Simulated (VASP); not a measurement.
# Ti (Im-3m) in VASP: notebook

Runs on Ti. Level: BHLYP. Tasks: single point.

Program: VASP 6.6.1. These are calculated values, not measurements. Logs are shortened: lines on timing, memory, paths and dates and some standing lists are left out, and cuts for length are marked.

### Step 1. The cell of the first run

It takes space group Im-3m (No. 229, cubic). The conventional cell has a = 3.215 Å, b = 3.215 Å, c = 3.215 Å, α = 90.00°, β = 90.00°, γ = 90.00°. Within 3.7 Å of Ti (site symmetry m-3m) lie 14 Ti at 2.78 to 3.22 Å.

### Step 2. Single point, BHLYP

The input, POSCAR:

```
Ti
1.0
   -1.6075008044      1.6075008044      1.6075008044
    1.6075008044     -1.6075008044      1.6075008044
    1.6075008044      1.6075008044     -1.6075008044
Ti
1
Direct
    0.0000000000      0.0000000000      0.0000000000
```

The input, INCAR.step1:

```
ALGO = Normal
EDIFF = 1E-5
ENCUT = 520
GGA = PE
ISIF = 2
ISMEAR = -1
LASPH = True
LCHARG = False
LREAL = False
LWAVE = True
NBANDS = 12
NELM = 60
PREC = Accurate
SIGMA = 0.05
```

The input, INCAR.step2:

```
AEXX = 0.5
AGGAC = 1.0
AGGAX = 0.5
ALDAC = 0.0
ALDAX = 0.5
ALGO = Normal
EDIFF = 1E-6
ENCUT = 520
GGA = B5
ISIF = 2
ISMEAR = -1
ISTART = 1
LASPH = True
LCHARG = False
LHFCALC = True
LREAL = False
LWAVE = False
NBANDS = 12
NELM = 60
PREC = Accurate
PRECFOCK = Normal
SIGMA = 0.05
```

The input, KPOINTS:

```
k-points
0
Gamma
  6 6 6
```

Potentials or basis: VASP PAW PBE potentials, release 64 (Ti_sv).

The run is started by

```sh
$ cat potpaw_PBE.64/Ti_sv/POTCAR > POTCAR
$ cp INCAR.step1 INCAR
$ mpirun -np 1 vasp_std > vasp.out
$ cp INCAR.step2 INCAR
$ mpirun -np 1 vasp_std > vasp.out
```

OUTCAR:

```text
AEXX = 0.5
   EDIFF = 1E-6
   ENCUT = 520
   GGA = B5
   ISIF = 2
   ISMEAR = -1
   ISTART = 1
   LASPH = True
   LHFCALC = True
   LREAL = False
   NELM = 60
   PREC = Accurate
   PRECFOCK = Normal

 ion  position               nearest neighbor table
   1  0.000  0.000  0.000-

  LATTYP: Found a body centered cubic cell.
 ALAT       =     3.2150016088

  Lattice vectors:

 A1 = (  -1.6075008044,   1.6075008044,   1.6075008044)
 A2 = (   1.6075008044,  -1.6075008044,   1.6075008044)
 A3 = (   1.6075008044,   1.6075008044,  -1.6075008044)

Analysis of symmetry for initial positions (statically):
=====================================================================
 Subroutine PRICEL returns:
 Original cell was already a primitive cell.

 Routine SETGRP: Setting up the symmetry group for a
 body centered cubic supercell.

 Subroutine GETGRP returns: Found 48 space group operations
[... 9 lines left out ...]

 Routine SETGRP: Setting up the symmetry group for a
 body centered cubic supercell.

 Subroutine GETGRP returns: Found 48 space group operations
[... 11 lines left out ...]
                                     Primitive cell

  volume of cell :      16.6155

  direct lattice vectors                    reciprocal lattice vectors
    -1.607500804  1.607500804  1.607500804     0.000000000  0.311041835  0.311041835
     1.607500804 -1.607500804  1.607500804     0.311041835  0.000000000  0.311041835
     1.607500804  1.607500804 -1.607500804     0.311041835  0.311041835  0.000000000

  length of vectors
     2.784273066  2.784273066  2.784273066     0.439879582  0.439879582  0.439879582

  position of ions in fractional coordinates (direct lattice)
     0.000000000  0.000000000  0.000000000

  ion indices of the primitive-cell ions
   primitive index   ion index
                 1           1

----------------------------------------------------------------------------------------

 KPOINTS: k-points

Automatic generation of k-mesh.
 Grid dimensions read from file:
 generate k-points for:    6    6    6

 Generating k-lattice:

  Cartesian coordinates                     Fractional coordinates (reciprocal lattice)
     0.000000000  0.051840306  0.051840306     0.166666667  0.000000000  0.000000000
     0.051840306  0.000000000  0.051840306     0.000000000  0.166666667  0.000000000
     0.051840306  0.051840306  0.000000000     0.000000000  0.000000000  0.166666667

  Length of vectors
     0.073313264  0.073313264  0.073313264

  Shift w.r.t. Gamma in fractional coordinates (k-lattice)
     0.000000000  0.000000000  0.000000000

 Subroutine IBZKPT returns following result:
 ===========================================

 Found     16 irreducible k-points:

 Following reciprocal coordinates:
            Coordinates               Weight
  0.000000  0.000000  0.000000      1.000000
  0.166667  0.000000  0.000000     12.000000
  0.333333  0.000000  0.000000     12.000000
  0.500000  0.000000  0.000000      6.000000
  0.166667  0.166667  0.000000     24.000000
  0.333333  0.166667  0.000000     48.000000
[... 8 lines left out ...]
  0.500000  0.500000  0.333333     12.000000
  0.500000  0.500000  0.500000      1.000000
   k-points           NKPTS =     16   k-points in BZ     NKDIM =    216   number of bands    NBANDS=     12
   number of dos      NEDOS =    301   number of ions     NIONS =      1
   total plane-waves  NPLWV =  13824
   dimension x,y,z NGX =    24 NGY =   24 NGZ =   24
   dimension x,y,z NGXF=    48 NGYF=   48 NGZF=   48
   ions per type =               1
   NGX,Y,Z   is equivalent  to a cutoff of  14.33, 14.33, 14.33 a.u.
   NGXF,Y,Z  is equivalent  to a cutoff of  28.66, 28.66, 28.66 a.u.
 SYSTEM =  unknown system
   PREC   = accura    normal or accurate (medium, high low for compatibility)
   ISTART =      1    job   : 0-new  1-cont  2-samecut
   ICHARG =      0    charge: 1-file 2-atom 10-const
   ISPIN  =      1    spin polarized calculation?
   LNONCOLLINEAR =      F non collinear calculations
   LSORBIT =      F    spin-orbit coupling
   LASPH  =      T    aspherical Exc in radial PAW
   ENCUT  =  520.0 eV  38.22 Ry    6.18 a.u.   5.18  5.18  5.18*2*pi/ulx,y,z
   NELM   =     60;   NELMIN=  2; NELMDL=  0     # of ELM steps
   EDIFF  = 0.1E-05   stopping-criterion for ELM
   LREAL  =      F    real-space projection
   EDIFFG = 0.1E-04   stopping-criterion for IOM
   NSW    =      0    number of steps for IOM
   IBRION =     -1    ionic relax: 0-MD 1-quasi-New 2-CG
   NFREE  =      0    steps in history (QN), initial steepest desc. (CG)
   ISIF   =      2    stress and relaxation
   ISYM   =      3    0-nonsym 1-usesym 2-fastsym
   POTIM  = 0.5000    time-step for ionic-motion
   TEBEG  =    0.0;   TEEND  =   0.0 temperature during run
   PSTRESS=    0.0 pullay stress
   NELECT =      12.0000    total number of electrons
   NUPDOWN=      -1.0000    fix difference up-down
   EMIN   =  10.00;   EMAX   =-10.00  energy-range for DOS
   EFERMI =   0.00;   METHOD = LEGACY
   ISMEAR =    -1;   SIGMA  =   0.05  broadening in eV -4-tet -1-fermi 0-gaus
   EFERMI_NEDOS =   21; number of points for ismear=-14 and -15
   IALGO  =     38    algorithm
   IMIX   =      1    mixing-type and parameters
     AMIX     =   0.40;   BMIX     =  1.00
     AMIX_MAG =   1.60;   BMIX_MAG =  1.00
  volume/ion in A,a.u.               =      16.62       112.13
  Fermi-wavevector in a.u.,A,eV,Ry     =   1.468805  2.775638 29.353035  2.157387
  Thomas-Fermi vector in A             =   2.584258
   LORBIT       =      0    0 simple, 1 ext, 2 COOP (PROOUT), +10 PAW based schemes
   GGA     = B5    functional components
   LHFCALC =     T    Hartree Fock is set to
   PRECFOCK=normal    Normal, Fast or Accurate (Low or Medium for compatibility)
   ENCUT4O =  -1.0   cutoff for four orbital integrals eV
   NKREDX  =     1    reduce k-point grid by
   NKREDY  =     1    reduce k-point grid by
   NKREDZ  =     1    reduce k-point grid by
   AEXX    =    0.5000 exact exchange contribution
   HFSCREEN=    0.0000 screening length (either q_TF or 0.3 A-1)
   HFSCREENC=   0.0000 screening length for correlation (either q_TF or 0.3 A-1)
   ENCUTFOCK=  -1.0 apply spherical cutoff to Coloumb kernel
   IVDW    =     0    specifies the selected vdW correction
   LEPSILON=     F    determine dielectric tensor
   LRPA    =     F    only Hartree local field effects (RPA)
 non-spin polarized calculation
  energy-cutoff  :      520.00
  volume of cell :       16.62
 maximum number of plane-waves:       468
 NGX is ok and might be reduce to    24
  NGX = 16; NGY = 16; NGZ = 16

 number of electron      11.9999999 magnetization

 Free energy of the ion-electron system (eV)
  ---------------------------------------------------
  ext. energy  EPLUGINS =         0.00000000
  ---------------------------------------------------
  free energy    TOTEN  =       -11.83631020 eV

  energy without entropy =      -11.82225801  energy(sigma->0) =      -11.82928410

 E-fermi :   9.3650     XC(G=0):  -6.2045

 val. band max:        9.1145076597   @ k =   0.3333   0.0000   0.0000
 cond. band min:       9.4040722508   @ k =   0.3333   0.1667   0.0000
 fundamental gap:      0.2895645911
 Fermi energy:         9.3650340977

 k-point     1 :       0.0000    0.0000    0.0000
  band No.  band energies     occupation
      1     -58.0813      2.00000
      2     -30.5959      2.00000
      3     -30.5959      2.00000
      4     -30.5959      2.00000
      5      -0.3504      2.00000
      6      12.2754      0.00000
      7      12.2754      0.00000
      8      12.2754      0.00000
      9      14.1410      0.00000
     10      14.1410      0.00000
     11      29.6026      0.00000
     12      29.6026      0.00000

 k-point     2 :       0.1667    0.0000    0.0000
  band No.  band energies     occupation
      1     -58.0371      2.00000
      2     -30.8314      2.00000
      3     -30.6601      2.00000
      4     -30.5982      2.00000
      5       0.8540      2.00000
      6      11.5944      0.00000
      7      11.7246      0.00000
      8      13.0562      0.00000
      9      13.7256      0.00000
     10      14.1230      0.00000
     11      28.3527      0.00000
     12      29.1692      0.00000

 k-point     3 :       0.3333    0.0000    0.0000
  band No.  band energies     occupation
      1     -57.9479      2.00000
      2     -31.2792      2.00000
      3     -30.7858      2.00000
      4     -30.6025      2.00000
      5       3.5320      2.00000
      6       9.1145      1.98675
      7      10.0504      0.00000
      8      14.0278      0.00000
      9      14.2085      0.00000
     10      14.9434      0.00000
     11      23.9210      0.00000
     12      26.5441      0.00000
[... 166 lines left out ...]
 k-point    15 :       0.5000    0.5000    0.3333
  band No.  band energies     occupation
      1     -57.8179      2.00000
      2     -31.2390      2.00000
      3     -31.0787      2.00000
      4     -31.0232      2.00000
      5       5.2864      2.00000
      6       5.3419      2.00000
      7      13.5999      0.00000
      8      13.7858      0.00000
      9      15.9299      0.00000
     10      18.8380      0.00000
     11      20.4162      0.00000
     12      22.4814      0.00000

 k-point    16 :       0.5000    0.5000    0.5000
  band No.  band energies     occupation
      1     -57.7896      2.00000
      2     -31.1512      2.00000
      3     -31.1512      2.00000
      4     -31.1512      2.00000
      5       4.6420      2.00000
      6       4.6420      2.00000
      7      15.8445      0.00000
      8      15.8445      0.00000
      9      15.8445      0.00000
     10      19.9091      0.00000
     11      19.9091      0.00000
     12      19.9091      0.00000

------------------------ aborting loop because EDIFF is reached ----------------------------------------

  FORCE on cell =-STRESS in cart. coord.  units (eV):
  Direction    XX          YY          ZZ          XY          YZ          ZX
  --------------------------------------------------------------------------------------
  -------------------------------------------------------------------------------------
  Total        0.6559265      0.6559265      0.6559265     -0.0000000      0.0000000      0.0000000
  in kB       63.2487793     63.2487793     63.2487793     -0.0000000      0.0000000      0.0000000
  external PRESSURE =      63.2487793 kB  Pullay stress =       0.0000000 kB

 VOLUME and BASIS-vectors are now :
 -----------------------------------------------------------------------------
  energy-cutoff  :      520.00
  volume of cell :       16.62
      direct lattice vectors                 reciprocal lattice vectors
    -1.607500804  1.607500804  1.607500804     0.000000000  0.311041835  0.311041835
     1.607500804 -1.607500804  1.607500804     0.311041835  0.000000000  0.311041835
     1.607500804  1.607500804 -1.607500804     0.311041835  0.311041835  0.000000000

 POSITION                                       TOTAL-FORCE (eV/Angst)
 -----------------------------------------------------------------------------------
      0.00000      0.00000      0.00000        -0.000000     -0.000000     -0.000000
 -----------------------------------------------------------------------------------
    total drift:                               -0.000000     -0.000000      0.000000

  FREE ENERGIE OF THE ION-ELECTRON SYSTEM (eV)
  ---------------------------------------------------
  free  energy   TOTEN  =       -11.8363101956 eV

  energy  without entropy=      -11.8222580087  energy(sigma->0) =      -11.82928410
```

It took 8.3 min on 1 thread of Intel Xeon 6975P-C, shared host; peak memory 0.15 GiB.

What came out:

```yaml
Free_energy: -11.8363 eV
Pressure: 6.3 GPa
Band_gap_on_the_k_mesh: zero (band 6 reaches 12.28 eV, above the bottom of band 7 at 7.39 eV)
```

Levels at points of the mesh, in eV from the Fermi level:
```
           k point  band 2  band 3  band 4  band 5  band 6  band 7  band 8  band 9  band 10  band 11
(0.00, 0.00, 0.00)  -39.96  -39.96  -39.96   -9.72    2.91    2.91    2.91    4.78     4.78    20.24
(0.50, 0.00, 0.00)  -40.86  -40.21  -39.97   -4.78   -0.91    0.88    4.79    4.98     6.83    11.70
(0.50, 0.50, 0.50)  -40.52  -40.52  -40.52   -4.72   -4.72    6.48    6.48    6.48    10.54    10.54
```

Caveat: the k points lie up to 0.46 Å⁻¹ apart; the PAW data sets were made with another functional, which shifts forces and pressure a little.

### Step 3. Single point, BHLYP

This run uses another cell than the first one, of 16.97 Å³/atom, 1.021 times its volume.

The input, POSCAR:

```
Ti
1.0
   -1.6188216056      1.6188216056      1.6188216056
    1.6188216056     -1.6188216056      1.6188216056
    1.6188216056      1.6188216056     -1.6188216056
Ti
1
Direct
    0.0000000000      0.0000000000      0.0000000000
```

The input, INCAR.step1:

```
ALGO = Normal
EDIFF = 1E-5
ENCUT = 520
GGA = PE
ISIF = 2
ISMEAR = -1
LASPH = T
LCHARG = F
LREAL = F
LWAVE = T
NBANDS = 12
NELM = 100
PREC = Accurate
SIGMA = 0.05
```

The input, INCAR.step2:

```
AEXX = 0.5
AGGAC = 1.0
AGGAX = 0.5
ALDAC = 0.0
ALDAX = 0.5
ALGO = Normal
EDIFF = 1E-7
ENCUT = 520
GGA = B5
ISIF = 2
ISMEAR = -1
ISTART = 1
LASPH = T
LCHARG = F
LHFCALC = T
LREAL = F
LWAVE = F
NBANDS = 12
NELM = 100
PREC = Accurate
PRECFOCK = Normal
SIGMA = 0.05
```

KPOINTS is that of step 2.

Potentials or basis: VASP PAW PBE potentials, release 64 (Ti_sv).

The run is started by

```sh
$ cat potpaw_PBE.64/Ti_sv/POTCAR > POTCAR
$ cp INCAR.step1 INCAR
$ mpirun -np 1 vasp_std > vasp.out
$ cp INCAR.step2 INCAR
$ mpirun -np 1 vasp_std > vasp.out
```

Wall time 9.5 min (1 thread of Intel Xeon 6975P-C, shared host); peak memory 0.15 GiB.

Results (log left out):

```yaml
Free_energy: -11.8470 eV
Pressure: 3.1 GPa
Band_gap_on_the_k_mesh: zero (band 6 reaches 12.02 eV, above the bottom of band 7 at 7.20 eV)
```

Levels at points of the mesh, in eV from the Fermi level:
```csv
k point,band 3,band 4,band 5,band 6,band 7,band 8,band 9,band 10
"(0.00, 0.00, 0.00)",-40.05,-40.05,-9.67,2.87,2.87,2.87,4.68,4.68
"(0.50, 0.00, 0.00)",-40.29,-40.06,-4.72,-0.88,0.78,4.69,4.87,6.67
"(0.50, 0.50, 0.50)",-40.57,-40.57,-4.64,-4.64,6.34,6.34,6.34,10.33
```

Caveat: the k points lie up to 0.46 Å⁻¹ apart; the PAW data sets were made with another functional, which shifts forces and pressure a little.

### Step 4. Single point, BHLYP

This run uses another cell than the first one, of 17.32 Å³/atom, 1.043 times its volume.

The input, POSCAR:

```
Ti
1.0
   -1.6299862453      1.6299862453      1.6299862453
    1.6299862453     -1.6299862453      1.6299862453
    1.6299862453      1.6299862453     -1.6299862453
Ti
1
Direct
    0.0000000000      0.0000000000      0.0000000000
```

The input, INCAR.step1:

```
  ALGO = Normal
  EDIFF = 1E-5
  ENCUT = 520
  GGA = PE
  ISIF = 2
  ISMEAR = -1
  LASPH = True
  LCHARG = False
  LREAL = False
  LWAVE = True
  NBANDS = 12
  NELM = 60
  PREC = Accurate
  SIGMA = 0.05
```

The input, INCAR.step2:

```
  AEXX = 0.5
  AGGAC = 1.0
  AGGAX = 0.5
  ALDAC = 0.0
  ALDAX = 0.5
  ALGO = Normal
  EDIFF = 1E-6
  ENCUT = 520
  GGA = B5
  ISIF = 2
  ISMEAR = -1
  ISTART = 1
  LASPH = True
  LCHARG = False
  LHFCALC = True
  LREAL = False
  LWAVE = False
  NBANDS = 12
  NELM = 60
  PREC = Accurate
  PRECFOCK = Normal
  SIGMA = 0.05
```

KPOINTS is that of step 3.

The run is started by

```sh
$ cat potpaw_PBE.64/Ti_sv/POTCAR > POTCAR
$ cp INCAR.step1 INCAR
$ mpirun -np 1 vasp_std > vasp.out
$ cp INCAR.step2 INCAR
$ mpirun -np 1 vasp_std > vasp.out
```

Wall time 8.1 min (1 thread of Intel Xeon 6975P-C, shared host); peak memory 0.15 GiB.

The run converged. Its results:

| Item | Value |
| --- | --- |
| Free energy | -11.9073 eV |
| Pressure | 0.3 GPa |
| Band gap on the k mesh | zero (band 6 reaches 11.79 eV, above the bottom of band 7 at 6.94 eV) |

Levels at points of the mesh, in eV from the Fermi level:
| k point | band 2 | band 3 | band 4 | band 5 | band 6 | band 7 | band 8 | band 9 | band 10 | band 11 |
| --- | --- | --- | --- | --- | --- | --- | --- | --- | --- | --- |
| (0.00, 0.00, 0.00) | -39.94 | -39.94 | -39.94 | -9.38 | 3.11 | 3.11 | 3.11 | 4.81 | 4.81 | 20.15 |
| (0.50, 0.00, 0.00) | -40.72 | -40.15 | -39.94 | -4.43 | -0.57 | 0.90 | 4.81 | 4.98 | 6.75 | 11.37 |
| (0.50, 0.50, 0.50) | -40.42 | -40.42 | -40.42 | -4.32 | -4.32 | 6.43 | 6.43 | 6.43 | 10.38 | 10.38 |

Caveat: the k points lie up to 0.45 Å⁻¹ apart; the PAW data sets were made with another functional, which shifts forces and pressure a little.

### Step 5. The runs side by side

```csv
cell,gap on the mesh (eV),pressure (GPa)
"a = 2.784 Å, angles 109.5°, 1 atom",none,6.3
"a = 2.804 Å, angles 109.5°, 1 atom",none,3.1
"a = 2.823 Å, angles 109.5°, 1 atom",none,0.3
```

Alike in all rows: task single point; level BHLYP; potentials or basis VASP PAW PBE potentials, release 64 (Ti_sv); no spin polarisation; k mesh 6 × 6 × 6; cutoff (eV) 520; smearing fermi-dirac 0.05 eV.

Caveats: all runs use coarse meshes; the PAW data sets were made with another functional, which shifts forces and pressure a little.

Total energies depend on the potentials used, so only differences within one code and one set of settings carry meaning.
